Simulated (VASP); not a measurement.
# Mg3CdSe4 (I-42m) in VASP: notebook

Mg3CdSe4 is run at these levels: PBE; tasks: relaxation of cell and atoms, single point.

All numbers are computed with VASP 6.6.1; they aren't measurements. Logs are shortened: lines on timing, memory, paths and dates and some standing lists are left out, and cuts for length are marked.

## 1. The cell of the first run

The structure is tetragonal, space group I-42m (No. 121). Conventional cell: a = 5.930 Å, b = 5.930 Å, c = 11.860 Å, α = 90.00°, β = 90.00°, γ = 90.00°. Mg (site symmetry -4) has 4 Se at 2.57 Å within 3.4 Å. Mg (site symmetry -42m) has 4 Se at 2.57 Å within 3.4 Å. Cd (site symmetry -42m) has 4 Se at 2.57 Å within 3.4 Å. Within 3.4 Å of Se (site symmetry m) lie 3 Mg at 2.57 Å and 1 Cd at 2.57 Å.

## 2. Relaxation of cell and atoms, PBE

File INCAR:

```
SYSTEM = Mg3CdSe4
PREC = Accurate
ENCUT = 600
EDIFF = 1E-7
ISMEAR = 0
SIGMA = 0.15
LREAL = .FALSE.
LASPH = .TRUE.
NELM = 120
ALGO = Normal
ISIF = 3
LWAVE = .FALSE.
LCHARG = .FALSE.
GGA = PE
IBRION = 2
NSW = 36
EDIFFG = -0.08
GGA_COMPAT = .FALSE.
NELMIN = 4
```

File KPOINTS:

```
Automatic mesh
0
G
  3 3 3
  0 0 0
```

File POSCAR:

```
Mg3CdSe4
1.0
   -2.9650000000      2.9650000000      5.9300000000
    2.9650000000     -2.9650000000      5.9300000000
    2.9650000000      2.9650000000     -5.9300000000
Mg Cd Se
3 1 4
Direct
    0.7500000000      0.2500000000      0.5000000000
    0.2500000000      0.7500000000      0.5000000000
    0.5000000000      0.5000000000      0.0000000000
    0.0000000000      0.0000000000      0.0000000000
    0.1250000000      0.1250000000      0.5000000000
    0.6250000000      0.6250000000      0.5000000000
    0.8750000000      0.3750000000      0.0000000000
    0.3750000000      0.8750000000      0.0000000000
```

Potentials or basis: VASP PAW PBE potentials, release 64 (Mg, Cd, Se).

Command:

```
$ cat potpaw_PBE.64/Mg/POTCAR potpaw_PBE.64/Cd/POTCAR potpaw_PBE.64/Se/POTCAR > POTCAR
$ mpirun -np 1 vasp_std > vasp.out
```

OUTCAR:

```text
SYSTEM = Mg3CdSe4
   PREC = Accurate
   ENCUT = 600
   EDIFF = 1E-7
   ISMEAR = 0
   LREAL = .FALSE.
   LASPH = .TRUE.
   NELM = 120
   ISIF = 3
   GGA = PE
   IBRION = 2
   NSW = 36
   EDIFFG = -0.08
   NELMIN = 4

 ion  position               nearest neighbor table
   1  0.750  0.250  0.500-   5 2.57   6 2.57   7 2.57   8 2.57
   2  0.250  0.750  0.500-   5 2.57   6 2.57   8 2.57   7 2.57
   3  0.500  0.500  0.000-   6 2.57   7 2.57   8 2.57   5 2.57
   4  0.000  0.000  0.000-   5 2.57   7 2.57   8 2.57   6 2.57
   5  0.125  0.125  0.500-   1 2.57   2 2.57   3 2.57   4 2.57
   6  0.625  0.625  0.500-   1 2.57   2 2.57   4 2.57   3 2.57
   7  0.875  0.375  0.000-   2 2.57   3 2.57   4 2.57   1 2.57
   8  0.375  0.875  0.000-   1 2.57   3 2.57   4 2.57   2 2.57

  LATTYP: Found a body centered tetragonal cell.
 ALAT       =     5.9300000000
 C/A-ratio  =     2.0000000000

  Lattice vectors:

 A1 = (  -2.9650000000,   2.9650000000,   5.9300000000)
 A2 = (   2.9650000000,  -2.9650000000,   5.9300000000)
 A3 = (   2.9650000000,   2.9650000000,  -5.9300000000)

Analysis of symmetry for initial positions (statically):
=====================================================================
 Subroutine PRICEL returns:
 Original cell was already a primitive cell.

 Routine SETGRP: Setting up the symmetry group for a
 body centered tetragonal supercell.

 Subroutine GETGRP returns: Found  8 space group operations
 (whereof  8 operations were pure point group operations)
 out of a pool of 16 trial point group operations.

The static configuration has the point symmetry D_2d.

Analysis of symmetry for dynamics (positions and initial velocities):
=====================================================================
 Subroutine PRICEL returns:
 Original cell was already a primitive cell.

 Routine SETGRP: Setting up the symmetry group for a
 body centered tetragonal supercell.

 Subroutine GETGRP returns: Found  8 space group operations
 (whereof  8 operations were pure point group operations)
 out of a pool of 16 trial point group operations.

The dynamic configuration has the point symmetry D_2d.

 Subroutine INISYM returns: Found  8 space group operations
 (whereof  8 operations are pure point group operations),
 and found     1 'primitive' translations

----------------------------------------------------------------------------------------

                                     Primitive cell

  volume of cell :     208.5279

  direct lattice vectors                    reciprocal lattice vectors
    -2.965000000  2.965000000  5.930000000     0.000000000  0.168634064  0.084317032
     2.965000000 -2.965000000  5.930000000     0.168634064  0.000000000  0.084317032
     2.965000000  2.965000000 -5.930000000     0.168634064  0.168634064  0.000000000

  length of vectors
     7.262737087  7.262737087  7.262737087     0.188538615  0.188538615  0.238484581

  position of ions in fractional coordinates (direct lattice)
     0.750000000  0.250000000  0.500000000
     0.250000000  0.750000000  0.500000000
     0.500000000  0.500000000  0.000000000
     0.000000000  0.000000000  0.000000000
     0.125000000  0.125000000  0.500000000
     0.625000000  0.625000000  0.500000000
     0.875000000  0.375000000  0.000000000
     0.375000000  0.875000000  0.000000000

  ion indices of the primitive-cell ions
   primitive index   ion index
                 1           1
                 2           2
                 3           3
                 4           4
                 5           5
                 6           6
                 7           7
                 8           8

----------------------------------------------------------------------------------------

 KPOINTS: Automatic mesh

Automatic generation of k-mesh.
 Grid dimensions read from file:
 generate k-points for:    3    3    3

 Generating k-lattice:

  Cartesian coordinates                     Fractional coordinates (reciprocal lattice)
     0.000000000  0.056211355  0.028105677     0.333333333  0.000000000  0.000000000
     0.056211355  0.000000000  0.028105677     0.000000000  0.333333333  0.000000000
     0.056211355  0.056211355  0.000000000     0.000000000  0.000000000  0.333333333

  Length of vectors
     0.062846205  0.062846205  0.079494860

  Shift w.r.t. Gamma in fractional coordinates (k-lattice)
     0.000000000  0.000000000  0.000000000

 Subroutine IBZKPT returns following result:
 ===========================================

 Found      6 irreducible k-points:

 Following reciprocal coordinates:
            Coordinates               Weight
  0.000000  0.000000  0.000000      1.000000
  0.333333  0.000000  0.000000      8.000000
  0.333333  0.333333  0.000000      8.000000
 -0.333333  0.333333  0.000000      4.000000
 -0.333333  0.333333  0.333333      4.000000
 -0.333333 -0.333333  0.333333      2.000000
   k-points           NKPTS =      6   k-points in BZ     NKDIM =      6   number of bands    NBANDS=     26
   number of dos      NEDOS =    301   number of ions     NIONS =      8
   total plane-waves  NPLWV = 216000
   dimension x,y,z NGX =    60 NGY =   60 NGZ =   60
   dimension x,y,z NGXF=   120 NGYF=  120 NGZF=  120
   ions per type =               3   1   4
   NGX,Y,Z   is equivalent  to a cutoff of  13.73, 13.73, 13.73 a.u.
   NGXF,Y,Z  is equivalent  to a cutoff of  27.47, 27.47, 27.47 a.u.
 SYSTEM =  Mg3CdSe4
   PREC   = accura    normal or accurate (medium, high low for compatibility)
   ISTART =      0    job   : 0-new  1-cont  2-samecut
   ICHARG =      2    charge: 1-file 2-atom 10-const
   ISPIN  =      1    spin polarized calculation?
   LNONCOLLINEAR =      F non collinear calculations
   LSORBIT =      F    spin-orbit coupling
   LASPH  =      T    aspherical Exc in radial PAW
   ENCUT  =  600.0 eV  44.10 Ry    6.64 a.u.  14.51 14.51 14.51*2*pi/ulx,y,z
   NELM   =    120;   NELMIN=  4; NELMDL= -5     # of ELM steps
   EDIFF  = 0.1E-06   stopping-criterion for ELM
   LREAL  =      F    real-space projection
   EDIFFG = -.8E-01   stopping-criterion for IOM
   NSW    =     36    number of steps for IOM
   IBRION =      2    ionic relax: 0-MD 1-quasi-New 2-CG
   NFREE  =      1    steps in history (QN), initial steepest desc. (CG)
   ISIF   =      3    stress and relaxation
   ISYM   =      2    0-nonsym 1-usesym 2-fastsym
   POTIM  = 0.5000    time-step for ionic-motion
   TEBEG  =    0.0;   TEEND  =   0.0 temperature during run
   PSTRESS=    0.0 pullay stress
   NELECT =      42.0000    total number of electrons
   NUPDOWN=      -1.0000    fix difference up-down
   EMIN   =  10.00;   EMAX   =-10.00  energy-range for DOS
   EFERMI =   0.00;   METHOD = LEGACY
   ISMEAR =     0;   SIGMA  =   0.15  broadening in eV -4-tet -1-fermi 0-gaus
   EFERMI_NEDOS =   21; number of points for ismear=-14 and -15
   IALGO  =     38    algorithm
   IMIX   =      4    mixing-type and parameters
     AMIX     =   0.40;   BMIX     =  1.00
     AMIX_MAG =   1.60;   BMIX_MAG =  1.00
  volume/ion in A,a.u.               =      26.07       175.90
  Fermi-wavevector in a.u.,A,eV,Ry     =   0.959629  1.813435 12.529432  0.920887
  Thomas-Fermi vector in A             =   2.088842
   LORBIT       =      0    0 simple, 1 ext, 2 COOP (PROOUT), +10 PAW based schemes
   GGA     = PE    functional components
   LHFCALC =     F    Hartree Fock is set to
   AEXX    =    0.0000 exact exchange contribution
   IVDW    =     0    specifies the selected vdW correction
   LEPSILON=     F    determine dielectric tensor
   LRPA    =     F    only Hartree local field effects (RPA)
 conjugate gradient relaxation of ions
 non-spin polarized calculation
 Gauss-broadening in eV      SIGMA  =   0.15
  energy-cutoff  :      600.00
  volume of cell :      208.53
 maximum number of plane-waves:      7019
 NGX is ok and might be reduce to    60
   NGX = 29   NGY = 29   NGZ = 29

--------------------------------------- Ionic step        1  -------------------------------------------

 number of electron      42.0000002 magnetization

 Free energy of the ion-electron system (eV)
  ---------------------------------------------------
  ext. energy  EPLUGINS =         0.00000000
  ---------------------------------------------------
  free energy    TOTEN  =       -27.84355659 eV

  energy without entropy =      -27.84355659  energy(sigma->0) =      -27.84355659

------------------------ aborting loop because EDIFF is reached ----------------------------------------

  FORCE on cell =-STRESS in cart. coord.  units (eV):
  Direction    XX          YY          ZZ          XY          YZ          ZX
  --------------------------------------------------------------------------------------
  -------------------------------------------------------------------------------------
  Total        4.1885705      4.1885705      4.1794109      0.0000000      0.0000000      0.0000000
  in kB       32.1819479     32.1819479     32.1115728      0.0000000      0.0000000      0.0000000
  external PRESSURE =      32.1584895 kB  Pullay stress =       0.0000000 kB

 VOLUME and BASIS-vectors are now :
 -----------------------------------------------------------------------------
  energy-cutoff  :      600.00
  volume of cell :      208.53
      direct lattice vectors                 reciprocal lattice vectors
    -2.965000000  2.965000000  5.930000000     0.000000000  0.168634064  0.084317032
     2.965000000 -2.965000000  5.930000000     0.168634064  0.000000000  0.084317032
     2.965000000  2.965000000 -5.930000000     0.168634064  0.168634064  0.000000000
[... 127 lines left out ...]
 POSITION                                       TOTAL-FORCE (eV/Angst)
 -----------------------------------------------------------------------------------
      0.00000      3.02707      3.02676        -0.000000     -0.000000     -0.000000
      3.02707      0.00000      3.02676        -0.000000     -0.000000     -0.000000
      0.00000      0.00000      6.05352        -0.000000     -0.000000     -0.000000
      0.00000      0.00000      0.00000        -0.000000     -0.000000     -0.000000
      1.53931      1.53931     -1.53892         0.105343      0.105343     -0.090442
      1.48776      1.48776      4.51461        -0.105343     -0.105343     -0.090442
     -1.48776      1.48776      7.59244         0.105343     -0.105343      0.090442
      4.51484      1.53931      1.53892        -0.105343      0.105343      0.090442
 -----------------------------------------------------------------------------------
    total drift:                                0.000001      0.000001      0.000001

  FREE ENERGIE OF THE ION-ELECTRON SYSTEM (eV)
  ---------------------------------------------------
  free  energy   TOTEN  =       -28.0327261482 eV

  energy  without entropy=      -28.0327261482  energy(sigma->0) =      -28.03272615

--------------------------------------- Ionic step        5  -------------------------------------------

 number of electron      41.9999999 magnetization

 Free energy of the ion-electron system (eV)
  ---------------------------------------------------
  ext. energy  EPLUGINS =         0.00000000
  ---------------------------------------------------
  free energy    TOTEN  =       -28.04150339 eV

  energy without entropy =      -28.04150339  energy(sigma->0) =      -28.04150339

 E-fermi :   1.1938     XC(G=0):  -8.2545

 val. band max:        0.5420087210   @ k =   0.0000   0.0000   0.0000
 cond. band min:       2.5175671298   @ k =   0.0000   0.0000   0.0000
 fundamental gap:      1.9755584088
 Fermi energy:         1.1938119838

 k-point     1 :       0.0000    0.0000    0.0000
  band No.  band energies     occupation
      1     -11.1874      2.00000
      2     -10.5602      2.00000
      3     -10.5569      2.00000
      4     -10.5569      2.00000
      5      -6.5179      2.00000
      6      -6.5059      2.00000
[... 18 lines left out ...]
     25       5.7684      0.00000
     26       5.7684      0.00000
[... 165 lines left out ...]
 POSITION                                       TOTAL-FORCE (eV/Angst)
 -----------------------------------------------------------------------------------
     -0.00000      3.01966      3.01910         0.000000     -0.000000      0.000000
      3.01966     -0.00000      3.01910         0.000000     -0.000000      0.000000
      0.00000      0.00000      6.03821         0.000000     -0.000000      0.000000
      0.00000      0.00000      0.00000        -0.000000     -0.000000      0.000000
      1.54868      1.54868     -1.54744         0.015279      0.015279      0.005841
      1.47098      1.47098      4.49077        -0.015279     -0.015279      0.005841
     -1.47098      1.47098      7.58564         0.015279     -0.015279     -0.005841
      1.47098     -1.47098      7.58564        -0.015279      0.015279     -0.005841
 -----------------------------------------------------------------------------------
    total drift:                                0.000001      0.000001      0.000001

  FREE ENERGIE OF THE ION-ELECTRON SYSTEM (eV)
  ---------------------------------------------------
  free  energy   TOTEN  =       -28.0415033855 eV

  energy  without entropy=      -28.0415033855  energy(sigma->0) =      -28.04150339

 reached required accuracy - stopping structural energy minimisation
```

It took 11 min on 1 thread of Intel Xeon 8259CL, shared host; peak memory 0.54 GiB.

What came out:

| Item | Value |
| --- | --- |
| Free energy | -28.0415 eV |
| Relaxed volume | 27.53 Å³/atom |
| Relaxed cell | a = 7.396 Å, b = 7.396 Å, c = 7.396 Å, α = 131.80°, β = 131.80°, γ = 70.54° |
| Space group after relaxing (to 0.1 Å) | I-42m (No. 121) |
| Energy gained by relaxing | 24.7 meV/atom |
| Ionic steps | 5 |
| Pressure after relaxing | 0.1 GPa |
| Largest force after relaxing | 0.022 eV/Å |
| Band gap on the k mesh | 1.98 eV |

Forces on the atoms (eV/Å):
```
Mg   0.000  0.000  0.000
Mg   0.000  0.000  0.000
Mg   0.000  0.000  0.000
Cd   0.000  0.000  0.000
Se   0.015  0.015  0.006
Se  -0.015 -0.015  0.006
Se   0.015 -0.015 -0.006
Se  -0.015  0.015 -0.006
```

The path:
| step | energy change (eV) | largest force (eV/Å) | pressure (GPa) | volume (Å³) |
| --- | --- | --- | --- | --- |
| 1 | 0.0000 | 0.6700 | 3.22 | 208.53 |
| 2 | -0.1717 | 0.2477 | -0.69 | 224.72 |
| 3 | -0.1737 | 0.2834 | -0.35 | 222.98 |
| 4 | -0.1892 | 0.1743 | -0.17 | 221.88 |
| 5 | -0.1979 | 0.0224 | 0.11 | 220.23 |

Final structure:
```
CELL_PARAMETERS angstrom
-3.01966 3.01966 6.03821
3.01966 -3.01966 6.03821
3.01966 3.01966 -6.03821
ATOMIC_POSITIONS crystal
Mg 0.75000 0.25000 0.50000
Mg 0.25000 0.75000 0.50000
Mg 0.50000 0.50000 0.00000
Cd 0.00000 0.00000 0.00000
Se 0.12830 0.12830 0.51287
Se 0.61543 0.61543 0.48713
Se 0.87170 0.38457 0.00000
Se 0.38457 0.87170 0.00000
```

## 3. Single point, PBE

This run uses another cell than the first one, of 27.59 Å³/atom.

File INCAR:

```
ALGO = Normal ; EDIFF = 1E-6
ENCUT = 520 ; GGA = PE
ISIF = 2 ; ISMEAR = 0
LASPH = True ; LCHARG = True
LELF = True ; LREAL = False
LVHAR = True ; LWAVE = False
NBANDS = 31 ; NELM = 100
PREC = Accurate ; SIGMA = 0.02
```

File KPOINTS:

```
k-points
0
Gamma
  6 6 6
```

File POSCAR:

```
Mg3CdSe4
1.0
   -3.0219353646      3.0219353646      6.0417462638
    3.0219353646     -3.0219353646      6.0417462638
    3.0219353646      3.0219353646     -6.0417462638
Mg Cd Se
3 1 4
Direct
    0.7500000000      0.2500000000      0.5000000000
    0.2500000000      0.7500000000      0.5000000000
    0.5000000000      0.5000000000      0.0000000000
    0.0000000000      0.0000000000      0.0000000000
    0.1284573346      0.1284573346      0.5127068482
    0.6157504864      0.6157504864      0.4872931518
    0.8715426654      0.3842495136      0.0000000000
    0.3842495136      0.8715426654      0.0000000000
```

Potentials or basis: VASP PAW PBE potentials, release 64 (Mg, Cd, Se).

Command:

```
$ cat potpaw_PBE.64/Mg/POTCAR potpaw_PBE.64/Cd/POTCAR potpaw_PBE.64/Se/POTCAR > POTCAR
$ mpirun -np 1 vasp_std > vasp.out
```

Run time: 4.4 min. Hardware: 1 thread of Intel Xeon 8259CL, shared host; peak memory 0.52 GiB.

The run converged. Its results:

```
Free energy            : -28.0496 eV
Pressure               : 0.0 GPa
Largest force          : 0.029 eV/Å
Band gap on the k mesh : 1.97 eV
```

Forces in eV/Å, atoms in the order of the input:
```
Mg   0.000  0.000  0.000
Mg   0.000  0.000  0.000
Mg   0.000  0.000  0.000
Cd   0.000  0.000  0.000
Se   0.017  0.017 -0.016
Se  -0.017 -0.017 -0.016
Se   0.017 -0.017  0.016
Se  -0.017  0.017  0.016
```

Levels at points of the mesh, in eV from the valence-band top:
| k point | band 17 | band 18 | band 19 | band 20 | band 21 | band 22 | band 23 | band 24 | band 25 | band 26 |
| --- | --- | --- | --- | --- | --- | --- | --- | --- | --- | --- |
| (0.00, 0.00, 0.00) | -1.23 | -1.23 | -0.02 | 0.00 | 0.00 | 1.97 | 3.44 | 4.39 | 5.23 | 5.23 |
| (0.50, 0.00, 0.00) | -1.03 | -0.94 | -0.88 | -0.54 | -0.40 | 4.16 | 4.72 | 5.17 | 5.18 | 5.62 |
| (0.50, 0.50, 0.00) | -0.56 | -0.48 | -0.38 | -0.32 | -0.30 | 3.19 | 3.95 | 4.99 | 5.19 | 6.04 |
| (0.50, 0.50, 0.50) | -1.15 | -0.80 | -0.80 | -0.55 | -0.55 | 3.43 | 3.43 | 3.57 | 4.25 | 4.59 |
